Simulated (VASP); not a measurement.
Wanted: the native input for a VASP 6.6.1 run.

* Task: single point
* Functional: PBE
* Potentials or basis: VASP PAW PBE potentials, release 64 (Ti_sv, Si)
* Cutoff: 520 eV
* k mesh: 10 × 4 × 10
* Occupations: gaussian, width 0.1 eV
* Spin: no spin polarisation
* Dipole correction: no
* Further INCAR settings: ALGO = Normal; EDIFF = 1e-06; NBANDS = 52

The structure of TiSi2 lies in POSCAR:

```
TiSi2
1.0
    3.6185600124      0.0000000000      0.0000000000
    0.0000000000     13.8318994588      0.0000000000
    0.0000000000      0.0000000000      3.5432380443
Ti Si
4 8
Direct
    0.5000000000      0.6039959130      0.7500000000
    0.0000000000      0.8960040870      0.2500000000
    0.0000000000      0.1039959130      0.7500000000
    0.5000000000      0.3960040870      0.2500000000
    0.5000000000      0.9411307740      0.7500000000
    0.0000000000      0.5588692260      0.2500000000
    0.0000000000      0.7495673093      0.7500000000
    0.5000000000      0.7504326907      0.2500000000
    0.0000000000      0.4411307740      0.7500000000
    0.5000000000      0.0588692260      0.2500000000
    0.5000000000      0.2495673093      0.7500000000
    0.0000000000      0.2504326907      0.2500000000
```

This cell differs from its parent crystal: biaxial strain in the a-b plane: +2.0 %, then relaxed in part.

These files were run (other wordings do the same):

INCAR

```
SYSTEM = TiSi2
  PREC = Accurate
  ENCUT = 520
  EDIFF = 1E-6
  ISMEAR = 0
  SIGMA = 0.1
  LREAL = .False.
  LASPH = .True.
  NELM = 100
  ALGO = Normal
  ISIF = 2
  LWAVE = .False.
  LCHARG = .True.
  GGA = PE
  LELF = .True.
  LVHAR = .True.
  NBANDS = 52
```

KPOINTS

```
Automatic mesh
0
Gamma
  10 4 10
  0 0 0
```

Potentials or basis: VASP PAW PBE potentials, release 64 (Ti_sv, Si).

The run is started by

```console
$ cat potpaw_PBE.64/Ti_sv/POTCAR potpaw_PBE.64/Si/POTCAR > POTCAR
$ mpirun -np 1 vasp_std > vasp.out
```

Results of the run:

```
Pressure               : -3.1 GPa
Largest force          : 0.013 eV/Å
Band gap on the k mesh : zero (bands 40 and 41 overlap by 0.87 eV)
```

Caveat: the cell differs from its parent crystal (biaxial strain in the a-b plane: +2.0 %, then relaxed in part); the stress differs along the axes, from -5 to -0 GPa.

It took 21 min on 1 thread of Intel Xeon 8259CL, on a shared host, peak memory 0.77 GiB.
